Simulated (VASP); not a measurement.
A run of VASP 6.6.1:

The input POSCAR:

```
BaTiO3
1.0
    2.8135923635      1.6244283084      2.3042276814
   -2.8135923635      1.6244283084      2.3042276814
    0.0000000000     -3.2488566169      2.3042276814
Ba Ti O
1 1 3
Direct
    0.0008521781      0.0008521781      0.0008521781
    0.5119158923      0.5119158923      0.5119158923
    0.4907978543      0.4907978543      0.9843362211
    0.4907978543      0.9843362211      0.4907978543
    0.9843362211      0.4907978543      0.4907978543
```

The input INCAR.step1:

```
  PREC = Accurate
  ENCUT = 660
  ISMEAR = 0
  SIGMA = 0.02
  LREAL = False
  LASPH = True
  NELM = 120
  NBANDS = 28
  GGA = PE
  ALGO = Normal
  EDIFF = 1E-5
  LWAVE = True
  LCHARG = False
  GGA_COMPAT = False
```

File INCAR.step2:

```
  PREC = Accurate
  ENCUT = 660
  EDIFF = 1E-6
  ISMEAR = 0
  SIGMA = 0.02
  LREAL = False
  LASPH = True
  NELM = 120
  ALGO = Normal
  ISIF = 2
  LWAVE = False
  LCHARG = False
  METAGGA = R2SCAN
  LMIXTAU = True
  NBANDS = 28
  ISTART = 1
  GGA_COMPAT = False
```

The input KPOINTS:

```
Automatic mesh
0
Gamma
  6 6 6
```

Potentials or basis: VASP PAW PBE potentials, release 64 (Ba_sv, Ti_sv, O).

The run is started by

```console
$ cat potpaw_PBE.64/Ba_sv/POTCAR potpaw_PBE.64/Ti_sv/POTCAR potpaw_PBE.64/O/POTCAR > POTCAR
$ cp INCAR.step1 INCAR
$ mpirun -np 1 vasp_std > vasp.out
$ cp INCAR.step2 INCAR
$ mpirun -np 1 vasp_std > vasp.out
```

Hardware: 1 thread of Intel(R) Xeon(R) Platinum 8375C CPU @ 2.90GHz (Ice Lake) (shared host).

**Question.** How long does it take, and how much memory?

**Answer.** Run time: 5.5 min on 1 thread of Intel(R) Xeon(R) Platinum 8375C CPU @ 2.90GHz (Ice Lake) (shared host), peak memory 0.26 GiB. Counts: k points 32.
